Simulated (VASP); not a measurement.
# NaH (Fm-3m) in VASP: further runs

NaH is run at these levels: PBE; tasks: single point.

Program: VASP 6.6.1. These are calculated values, not measurements. Logs are shortened: lines on timing, memory, paths and dates and some standing lists are left out, and cuts for length are marked.

**1. The cell of the first run**

Symmetry: Fm-3m, No. 225, cubic system. The conventional cell has a = 4.631 Å, b = 4.631 Å, c = 4.631 Å, α = 90.00°, β = 90.00°, γ = 90.00°. Within 3.1 Å of Na (site symmetry m-3m) lie 6 H at 2.32 Å. Within 3.1 Å of H (site symmetry m-3m) lie 6 Na at 2.32 Å.

**2. Single point, PBE (volume scaled by 0.88)**

The input, INCAR:

```
PREC = Accurate
ENCUT = 520
EDIFF = 1E-6
ISMEAR = 0
SIGMA = 0.02
LREAL = False
LASPH = True
NELM = 60
ALGO = Normal
ISIF = 2
LWAVE = False
LCHARG = True
GGA = PE
LELF = True
LVHAR = True
NBANDS = 11
```

The input, KPOINTS:

```
regular mesh
0
Gamma
  8 8 8
```

The input, POSCAR:

```
NaH
1.0
    0.0000000000      2.3152527120      2.3152527120
    2.3152527120      0.0000000000      2.3152527120
    2.3152527120      2.3152527120      0.0000000000
Na H
1 1
Direct
    0.0000000000      0.0000000000      0.0000000000
    0.5000000000      0.5000000000      0.5000000000
```

Potentials or basis: VASP PAW PBE potentials, release 64 (Na_pv, H).

The run is started by

```console
$ cat potpaw_PBE.64/Na_pv/POTCAR potpaw_PBE.64/H/POTCAR > POTCAR
$ mpirun -np 1 vasp_std > vasp.out
```

OUTCAR:

```text
PREC = Accurate
   ENCUT = 520
   EDIFF = 1E-6
   ISMEAR = 0
   LREAL = False
   LASPH = True
   NELM = 60
   ISIF = 2
   GGA = PE

 ion  position               nearest neighbor table
   1  0.000  0.000  0.000-
   2  0.500  0.500  0.500-

  LATTYP: Found a face centered cubic cell.
 ALAT       =     4.6305054240

  Lattice vectors:

 A1 = (   0.0000000000,   2.3152527120,   2.3152527120)
 A2 = (   2.3152527120,   0.0000000000,   2.3152527120)
 A3 = (   2.3152527120,   2.3152527120,   0.0000000000)

Analysis of symmetry for initial positions (statically):
=====================================================================
 Subroutine PRICEL returns:
 Original cell was already a primitive cell.

 Routine SETGRP: Setting up the symmetry group for a
 face centered cubic supercell.

 Subroutine GETGRP returns: Found 48 space group operations
 (whereof 48 operations were pure point group operations)
 out of a pool of 48 trial point group operations.

The static configuration has the point symmetry O_h .

Analysis of symmetry for dynamics (positions and initial velocities):
=====================================================================
 Subroutine PRICEL returns:
 Original cell was already a primitive cell.

 Routine SETGRP: Setting up the symmetry group for a
 face centered cubic supercell.

 Subroutine GETGRP returns: Found 48 space group operations
 (whereof 48 operations were pure point group operations)
 out of a pool of 48 trial point group operations.

The dynamic configuration has the point symmetry O_h .

 Subroutine INISYM returns: Found 48 space group operations
 (whereof 48 operations are pure point group operations),
 and found     1 'primitive' translations

----------------------------------------------------------------------------------------

                                     Primitive cell

  volume of cell :      24.8213

  direct lattice vectors                    reciprocal lattice vectors
     0.000000000  2.315252712  2.315252712    -0.215959147  0.215959147  0.215959147
     2.315252712  0.000000000  2.315252712     0.215959147 -0.215959147  0.215959147
     2.315252712  2.315252712  0.000000000     0.215959147  0.215959147 -0.215959147

  length of vectors
     3.274261786  3.274261786  3.274261786     0.374052214  0.374052214  0.374052214

  position of ions in fractional coordinates (direct lattice)
     0.000000000  0.000000000  0.000000000
     0.500000000  0.500000000  0.500000000

  ion indices of the primitive-cell ions
   primitive index   ion index
                 1           1
                 2           2

----------------------------------------------------------------------------------------

 KPOINTS: regular mesh

Automatic generation of k-mesh.
 Grid dimensions read from file:
 generate k-points for:    8    8    8

 Generating k-lattice:

  Cartesian coordinates                     Fractional coordinates (reciprocal lattice)
    -0.026994893  0.026994893  0.026994893     0.125000000  0.000000000  0.000000000
     0.026994893 -0.026994893  0.026994893     0.000000000  0.125000000  0.000000000
     0.026994893  0.026994893 -0.026994893     0.000000000  0.000000000  0.125000000

  Length of vectors
     0.046756527  0.046756527  0.046756527

  Shift w.r.t. Gamma in fractional coordinates (k-lattice)
     0.000000000  0.000000000  0.000000000

 Subroutine IBZKPT returns following result:
 ===========================================

 Found     29 irreducible k-points:

 Following reciprocal coordinates:
            Coordinates               Weight
  0.000000  0.000000  0.000000      1.000000
  0.125000  0.000000  0.000000      8.000000
  0.250000  0.000000  0.000000      8.000000
  0.375000  0.000000  0.000000      8.000000
  0.500000  0.000000  0.000000      4.000000
  0.125000  0.125000  0.000000      6.000000
[... 16 lines left out ...]
  0.500000  0.250000  0.125000     48.000000
 -0.375000  0.250000  0.125000     24.000000
 [... further k-points ...]
   k-points           NKPTS =     29   k-points in BZ     NKDIM =     29   number of bands    NBANDS=     11
   number of dos      NEDOS =    301   number of ions     NIONS =      2
   total plane-waves  NPLWV =  13824
   dimension x,y,z NGX =    24 NGY =   24 NGZ =   24
   dimension x,y,z NGXF=    48 NGYF=   48 NGZF=   48
   ions per type =               1   1
   NGX,Y,Z   is equivalent  to a cutoff of  12.19, 12.19, 12.19 a.u.
   NGXF,Y,Z  is equivalent  to a cutoff of  24.37, 24.37, 24.37 a.u.
 SYSTEM =  unknown system
   PREC   = accura    normal or accurate (medium, high low for compatibility)
   ISTART =      0    job   : 0-new  1-cont  2-samecut
   ICHARG =      2    charge: 1-file 2-atom 10-const
   ISPIN  =      1    spin polarized calculation?
   LNONCOLLINEAR =      F non collinear calculations
   LSORBIT =      F    spin-orbit coupling
   LASPH  =      T    aspherical Exc in radial PAW
   ENCUT  =  520.0 eV  38.22 Ry    6.18 a.u.   6.09  6.09  6.09*2*pi/ulx,y,z
   NELM   =     60;   NELMIN=  2; NELMDL= -5     # of ELM steps
   EDIFF  = 0.1E-05   stopping-criterion for ELM
   LREAL  =      F    real-space projection
   EDIFFG = 0.1E-04   stopping-criterion for IOM
   NSW    =      0    number of steps for IOM
   IBRION =     -1    ionic relax: 0-MD 1-quasi-New 2-CG
   NFREE  =      0    steps in history (QN), initial steepest desc. (CG)
   ISIF   =      2    stress and relaxation
   ISYM   =      2    0-nonsym 1-usesym 2-fastsym
   POTIM  = 0.5000    time-step for ionic-motion
   TEBEG  =    0.0;   TEEND  =   0.0 temperature during run
   PSTRESS=    0.0 pullay stress
   NELECT =       8.0000    total number of electrons
   NUPDOWN=      -1.0000    fix difference up-down
   EMIN   =  10.00;   EMAX   =-10.00  energy-range for DOS
   EFERMI =   0.00;   METHOD = LEGACY
   ISMEAR =     0;   SIGMA  =   0.02  broadening in eV -4-tet -1-fermi 0-gaus
   EFERMI_NEDOS =   21; number of points for ismear=-14 and -15
   IALGO  =     38    algorithm
   IMIX   =      4    mixing-type and parameters
     AMIX     =   0.40;   BMIX     =  1.00
     AMIX_MAG =   1.60;   BMIX_MAG =  1.00
  volume/ion in A,a.u.               =      12.41        83.75
  Fermi-wavevector in a.u.,A,eV,Ry     =   1.122440  2.121104 17.141590  1.259871
  Thomas-Fermi vector in A             =   2.259100
   LORBIT       =      0    0 simple, 1 ext, 2 COOP (PROOUT), +10 PAW based schemes
   GGA     = PE    functional components
   LHFCALC =     F    Hartree Fock is set to
   AEXX    =    0.0000 exact exchange contribution
   IVDW    =     0    specifies the selected vdW correction
   LEPSILON=     F    determine dielectric tensor
   LRPA    =     F    only Hartree local field effects (RPA)
 non-spin polarized calculation
 Gauss-broadening in eV      SIGMA  =   0.02
  energy-cutoff  :      520.00
  volume of cell :       24.82
 maximum number of plane-waves:       692
   NGX = 13   NGY = 13   NGZ = 13

 number of electron       7.9999996 magnetization

 Free energy of the ion-electron system (eV)
  ---------------------------------------------------
  ext. energy  EPLUGINS =         0.00000000
  ---------------------------------------------------
  free energy    TOTEN  =        -5.05071486 eV

  energy without entropy =       -5.05071486  energy(sigma->0) =       -5.05071486

 E-fermi :  -0.4650     XC(G=0):  -8.2109

 val. band max:       -0.6741828634   @ k =  -0.2500   0.5000   0.2500
 cond. band min:       3.3061611481   @ k =   0.5000   0.0000   0.0000
 fundamental gap:      3.9803440115
 Fermi energy:        -0.4650479440

 k-point     1 :       0.0000    0.0000    0.0000
  band No.  band energies     occupation
      1     -22.5646      2.00000
      2     -22.5646      2.00000
      3     -22.5646      2.00000
      4      -4.6634      2.00000
      5      10.9267      0.00000
      6      15.9075      0.00000
      7      15.9075      0.00000
      8      15.9076      0.00000
      9      17.1004      0.00000
     10      17.1004      0.00000
     11      17.1004      0.00000

 k-point     2 :       0.1250    0.0000    0.0000
  band No.  band energies     occupation
      1     -22.5862      2.00000
      2     -22.5671      2.00000
      3     -22.5671      2.00000
      4      -4.3650      2.00000
      5       9.8595      0.00000
      6      13.2133      0.00000
      7      15.1264      0.00000
      8      15.1264      0.00000
      9      17.9875      0.00000
     10      17.9875      0.00000
     11      18.2581      0.00000

 k-point     3 :       0.2500    0.0000    0.0000
  band No.  band energies     occupation
      1     -22.6377      2.00000
      2     -22.5730      2.00000
      3     -22.5730      2.00000
      4      -3.5183      2.00000
      5       7.1654      0.00000
      6      11.7669      0.00000
      7      14.2624      0.00000
      8      14.2624      0.00000
      9      18.0474      0.00000
     10      18.0474      0.00000
     11      19.6718      0.00000

 k-point     4 :       0.3750    0.0000    0.0000
  band No.  band energies     occupation
      1     -22.6882      2.00000
      2     -22.5789      2.00000
      3     -22.5789      2.00000
      4      -2.3317      2.00000
      5       4.5463      0.00000
      6      11.1879      0.00000
      7      13.7135      0.00000
      8      13.7135      0.00000
      9      17.3955      0.00000
     10      17.3955      0.00000
     11      20.0550      0.00000

 k-point     5 :       0.5000    0.0000    0.0000
  band No.  band energies     occupation
      1     -22.7089      2.00000
      2     -22.5813      2.00000
      3     -22.5813      2.00000
      4      -1.5888      2.00000
      5       3.3062      0.00000
      6      11.0237      0.00000
      7      13.5254      0.00000
      8      13.5254      0.00000
      9      17.1362      0.00000
     10      17.1362      0.00000
     11      19.9142      0.00000
[... 211 lines left out ...]
 k-point    21 :       0.5000    0.5000    0.0000
  band No.  band energies     occupation
      1     -22.6919      2.00000
      2     -22.6124      2.00000
      3     -22.6124      2.00000
      4      -0.8837      2.00000
      5       4.2318      0.00000
      6       9.8407      0.00000
      7      10.8276      0.00000
      8      10.8276      0.00000
      9      12.4872      0.00000
     10      25.1721      0.00000
     11      26.7677      0.00000

 k-point    22 :       0.3750    0.2500    0.1250
  band No.  band energies     occupation
      1     -22.6491      2.00000
      2     -22.5977      2.00000
      3     -22.5810      2.00000
      4      -2.8420      2.00000
      5       6.7830      0.00000
      6       9.1180      0.00000
      7      12.5044      0.00000
      8      15.4517      0.00000
      9      16.1005      0.00000
     10      18.8585      0.00000
     11      21.6740      0.00000

 k-point    23 :       0.5000    0.2500    0.1250
  band No.  band energies     occupation
      1     -22.6753      2.00000
      2     -22.6123      2.00000
      3     -22.5885      2.00000
      4      -1.8002      2.00000
      5       5.1066      0.00000
      6       7.9189      0.00000
      7      11.5911      0.00000
      8      15.5791      0.00000
      9      16.8435      0.00000
     10      19.0889      0.00000
     11      21.4336      0.00000

 k-point    24 :      -0.3750    0.2500    0.1250
  band No.  band energies     occupation
      1     -22.6864      2.00000
      2     -22.6168      2.00000
      3     -22.5927      2.00000
      4      -1.1918      2.00000
      5       4.1552      0.00000
      6       7.6589      0.00000
      7      11.2164      0.00000
      8      15.5359      0.00000
      9      16.7127      0.00000
     10      20.2116      0.00000
     11      22.4942      0.00000

 [... further k-points ...]
[... 5 lines left out ...]
  --------------------------------------------------------------------------------------
  -------------------------------------------------------------------------------------
  Total        0.5819954      0.5819954      0.5819954     -0.0000000      0.0000000      0.0000000
  in kB       37.5668635     37.5668635     37.5668635     -0.0000000      0.0000000      0.0000000
  external PRESSURE =      37.5668635 kB  Pullay stress =       0.0000000 kB

 VOLUME and BASIS-vectors are now :
 -----------------------------------------------------------------------------
  energy-cutoff  :      520.00
  volume of cell :       24.82
      direct lattice vectors                 reciprocal lattice vectors
     0.000000000  2.315252712  2.315252712    -0.215959147  0.215959147  0.215959147
     2.315252712  0.000000000  2.315252712     0.215959147 -0.215959147  0.215959147
     2.315252712  2.315252712  0.000000000     0.215959147  0.215959147 -0.215959147

 POSITION                                       TOTAL-FORCE (eV/Angst)
 -----------------------------------------------------------------------------------
      0.00000      0.00000      0.00000        -0.000000      0.000000      0.000000
      2.31525      2.31525      2.31525         0.000000     -0.000000     -0.000000
 -----------------------------------------------------------------------------------
    total drift:                                0.000000     -0.000000     -0.000000

  FREE ENERGIE OF THE ION-ELECTRON SYSTEM (eV)
  ---------------------------------------------------
  free  energy   TOTEN  =        -5.0507148556 eV

  energy  without entropy=       -5.0507148556  energy(sigma->0) =       -5.05071486
```

Run time: 4.2 s. Hardware: 1 thread of Intel Xeon 6975P-C, shared host; peak memory 0.13 GiB.

What came out:

- Free energy: -5.0507 eV
- Pressure: 3.8 GPa
- Band gap on the k mesh: 3.98 eV, indirect (least direct gap 4.89 eV)

 A k mesh can miss the band edges.

**3. Single point, PBE (volume scaled by 0.94)**

The input, INCAR:

```
SYSTEM = NaH
PREC = Accurate
ENCUT = 520
EDIFF = 1E-7
ISMEAR = 0
SIGMA = 0.02
LREAL = .False.
LASPH = .True.
NELM = 60
ALGO = Normal
ISIF = 2
LWAVE = .False.
LCHARG = .True.
GGA = PE
LELF = .True.
LVHAR = .True.
NBANDS = 11
```

The input, KPOINTS:

```
regular mesh
0
Gamma
  8 8 8
  0 0 0
```

The input, POSCAR:

```
NaH
1.0
    0.0000000000      2.3667195346      2.3667195346
    2.3667195346      0.0000000000      2.3667195346
    2.3667195346      2.3667195346      0.0000000000
Na H
1 1
Direct
    0.0000000000      0.0000000000      0.0000000000
    0.5000000000      0.5000000000      0.5000000000
```

Potentials or basis: VASP PAW PBE potentials, release 64 (Na_pv, H).

The run is started by

```console
$ cat potpaw_PBE.64/Na_pv/POTCAR potpaw_PBE.64/H/POTCAR > POTCAR
$ mpirun -np 1 vasp_std > vasp.out
```

Wall time 7.5 s (1 thread of Intel Xeon 6975P-C, shared host); peak memory 0.15 GiB.

It converged, with:

| Quantity | Value |
| --- | --- |
| Free energy | -5.0791 eV |
| Pressure | 1.6 GPa |
| Band gap on the k mesh | 3.87 eV, indirect (least direct gap 4.75 eV) |

Levels at points of the mesh, in eV from the valence-band top:
| k point | band 1 | band 2 | band 3 | band 4 | band 5 | band 6 | band 7 | band 8 |
| --- | --- | --- | --- | --- | --- | --- | --- | --- |
| (0.00, 0.00, 0.00) | -22.00 | -22.00 | -22.00 | -3.80 | 10.98 | 16.07 | 16.07 | 16.07 |
| (0.50, 0.00, 0.00) | -22.11 | -22.01 | -22.01 | -0.89 | 3.87 | 11.22 | 13.77 | 13.77 |
| (0.50, 0.50, 0.00) | -22.10 | -22.03 | -22.03 | -0.19 | 4.76 | 10.27 | 11.07 | 11.07 |

 A k mesh can miss the band edges.
